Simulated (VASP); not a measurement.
Write the native input for VASP 6.6.1 that does the following.

```
Task                   : single point
Functional             : PBEsol
Dispersion             : D3(BJ)
Potentials or basis    : VASP PAW PBE potentials, release 64 (Tl_d)
Cutoff                 : 500 eV
k mesh                 : 6 × 6 × 6
Occupations            : gaussian, width 0.05 eV
Spin                   : no spin polarisation
Dipole correction      : no
Further INCAR settings : ALGO = Normal; EDIFF = 1e-06; NBANDS = 12
```

The structure of Tl lies in POSCAR:

```
Tl
1.0
   -1.9250000000      1.9250000000      1.9250000000
    1.9250000000     -1.9250000000      1.9250000000
    1.9250000000      1.9250000000     -1.9250000000
Tl
1
Direct
    0.0000000000      0.0000000000      0.0000000000
```

This isn't the form of Tl at room conditions, which is hcp.

These files were run (other wordings do the same):

INCAR

```
SYSTEM = Tl
PREC = Accurate
ENCUT = 500
EDIFF = 1E-6
ISMEAR = 0
SIGMA = 0.05
LREAL = .False.
LASPH = .True.
NELM = 120
ALGO = Normal
ISIF = 2
LWAVE = .False.
LCHARG = .False.
GGA = PS
IVDW = 12
NBANDS = 12
GGA_COMPAT = .False.
```

KPOINTS

```
Automatic mesh
0
Gamma
  6 6 6
  0 0 0
```

Potentials or basis: VASP PAW PBE potentials, release 64 (Tl_d).

The run is started by

```sh
$ cat potpaw_PBE.64/Tl_d/POTCAR > POTCAR
$ mpirun -np 1 vasp_std > vasp.out
```

It gave:

The pressure is -2.1 GPa. The band gap on the k mesh is zero (an odd number of electrons rules out a gap without spin polarisation) and the dispersion energy per atom is -0.385 eV.

Caveat: the k points lie up to 0.38 Å⁻¹ apart, too coarse for converged energies and pressures of a metal; three body term missing; the PAW data sets were made with another functional, which shifts forces and pressure a little; spin-orbit coupling is left out, which moves the levels of the heavy elements.

Wall time 4.6 s on 1 thread of Intel(R) Xeon(R) 6975P-C (Granite Rapids), with other jobs on the host, peak memory 0.14 GiB.
